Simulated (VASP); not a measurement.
A run of VASP 6.6.1 is set up as follows.

The input INCAR:

```
SYSTEM = Ti2NbC3
  PREC = Accurate
  ENCUT = 520
  EDIFF = 1E-6
  ISMEAR = 0
  SIGMA = 0.1
  LREAL = .FALSE.
  LASPH = .TRUE.
  NELM = 60
  ALGO = Normal
  ISIF = 2
  LWAVE = .FALSE.
  LCHARG = .TRUE.
  GGA = PE
  LELF = .TRUE.
  LVHAR = .TRUE.
  NBANDS = 34
```

File KPOINTS:

```
Automatic mesh
0
G
  4 4 4
  0 0 0
```

POSCAR

```
Ti2NbC3
1.0
    0.0000000000      3.8017557800      4.7461794600
    2.6288631200      0.0000000000      4.7461794600
    2.6288631200      3.8017557800      0.0000000000
Ti Nb C
2 1 3
Direct
    0.7500000000      0.7500000000      0.7500000000
    0.2500000000      0.2500000000      0.2500000000
    0.0000000000      0.0000000000      0.0000000000
    0.0000000000      0.5000000000      0.0000000000
    0.5000000000      0.0000000000      0.5000000000
    0.5000000000      0.5000000000      0.5000000000
```

Potentials or basis: VASP PAW PBE potentials, release 64 (Ti_sv, Nb_sv, C).

Run with:

```console
$ cat potpaw_PBE.64/Ti_sv/POTCAR potpaw_PBE.64/Nb_sv/POTCAR potpaw_PBE.64/C/POTCAR > POTCAR
$ mpirun -np 1 vasp_std > vasp.out
```

(1) Predict the pressure.

Answers

(1) -7.9 GPa.

Caveat: the k points lie up to 0.40 Å⁻¹ apart.
